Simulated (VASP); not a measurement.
**BaHfO3 in VASP: one cell, several levels of theory**

Aim: gap, levels, forces and stress of BaHfO3, cubic perovskite, under -4.0 % equal strain in all directions at fixed geometry. Runs: PBE, r2SCAN. The results are then set beside those of Ansatz 0.2.0 for the same cell.

Code: VASP 6.6.1. PAW datasets, plane waves. (Simulation; spin polarisation is off.)

## Step 1: The structure to begin with

The cell comes from an earlier relaxation with r2SCAN in another program.

It is cubic, Pm-3m (No. 221); a = 4.010 Å in the conventional setting, 12.90 Å³ an atom. Near Ba stand 12 O at 2.84 Å; near Hf stand 6 O at 2.00 Å; near O stand 2 Hf at 2.00 Å and 4 Ba at 2.84 Å.

Coordinates:

```cif
data_structure
_symmetry_space_group_name_H-M 'P 1'
_symmetry_Int_Tables_number 1
_cell_length_a 4.0100
_cell_length_b 4.0100
_cell_length_c 4.0100
_cell_angle_alpha 90.000
_cell_angle_beta 90.000
_cell_angle_gamma 90.000
_cell_volume 64.48
loop_
_atom_site_label
_atom_site_type_symbol
_atom_site_fract_x
_atom_site_fract_y
_atom_site_fract_z
_atom_site_occupancy
Ba1 Ba 0.00000 0.00000 0.00000 1
Hf1 Hf 0.50000 0.50000 0.50000 1
O1 O 0.50000 0.50000 0.00000 1
O2 O 0.50000 0.00000 0.50000 1
O3 O 0.00000 0.50000 0.50000 1
```

## Step 2: PBE at this geometry

Contents of INCAR:

```
ENCUT = 520.000000
SIGMA = 0.020000
EDIFF = 1.00e-07
GGA = PE
PREC = Accurate
IBRION = -1
ISIF = 2
ISMEAR = -1
NBANDS = 27
NELM = 120
NSW = 0
LASPH = .TRUE.
LCHARG = .FALSE.
LWAVE = .FALSE.
LREAL = .FALSE.
```

Contents of KPOINTS:

```
KPOINTS created by Atomic Simulation Environment
0
Gamma
6 6 6
0 0 0
```

Contents of KPOINTS_OPT:

```
special points
4
Reciprocal
0.0000000000 0.0000000000 0.0000000000 1
0.0000000000 0.5000000000 0.0000000000 1
0.5000000000 0.5000000000 0.0000000000 1
0.5000000000 0.5000000000 0.5000000000 1
```

Contents of POSCAR:

```
Ba Hf O
 1.0000000000000000
     4.0099764200000001    0.0000000000000000    0.0000000000000000
     0.0000000000000000    4.0099764200000001    0.0000000000000000
     0.0000000000000000    0.0000000000000000    4.0099764200000001
 Ba  Hf  O
   1   1   3
Cartesian
  0.0000000000000000  0.0000000000000000  0.0000000000000000
  2.0049882100000000  2.0049882100000000  2.0049882100000000
  2.0049882100000000  2.0049882100000000  0.0000000000000000
  2.0049882100000000  0.0000000000000000  2.0049882100000000
  0.0000000000000000  2.0049882100000000  2.0049882100000000
```

Potentials: the recommended PBE PAW datasets, 38 valence electrons in the neutral cell.

Started as:

```console
$ mpirun -np 1 vasp_std
```

## Step 3: r2SCAN

Contents of INCAR:

```
ENCUT = 520.000000
SIGMA = 0.010000
EDIFF = 1.00e-07
ALGO = Normal
METAGGA = R2SCAN
PREC = Accurate
IBRION = -1
ISIF = 2
ISMEAR = 0
NBANDS = 27
NELM = 120
NSW = 0
LASPH = .TRUE.
LCHARG = .FALSE.
LWAVE = .FALSE.
LREAL = .FALSE.
```

KPOINTS is that of step 2.

KPOINTS_OPT is that of step 2.

POSCAR is that of step 2.

Q: Predict the outcome of this session. Wanted: for each run, gap; pressure; Ansatz: gap; Ansatz: pressure.

As calculated:

| level | gap (eV) | pressure (GPa) | Ansatz: gap (eV) | Ansatz: pressure (GPa) |
| --- | --- | --- | --- | --- |
| PBE | 3.79 | 30.32 | 3.75 | 30.50 |
| r2SCAN | 4.35 | 26.93 | 4.33 | 27.34 |

The gap spans 3.79 eV (PBE) to 4.35 eV (r2SCAN). Spin-orbit coupling is left out, though the cell holds Hf (Z = 72); in an element this heavy it can shift bands and gaps by tenths of an eV. At this one volume the pressure spans 26.9 GPa (r2SCAN) to 30.3 GPa (PBE): PBE wants the largest cell and r2SCAN the smallest. The two programs agree on the gap within 0.04 eV, far less than the spread between functionals. Datasets and cutoffs are each program's own. VASP's cell holds 38 valence electrons and Ansatz's 54.

VASP's potentials hold 38 valence electrons a cell and Ansatz's 54, so a difference between the two programs can come from the potentials and not from the codes.
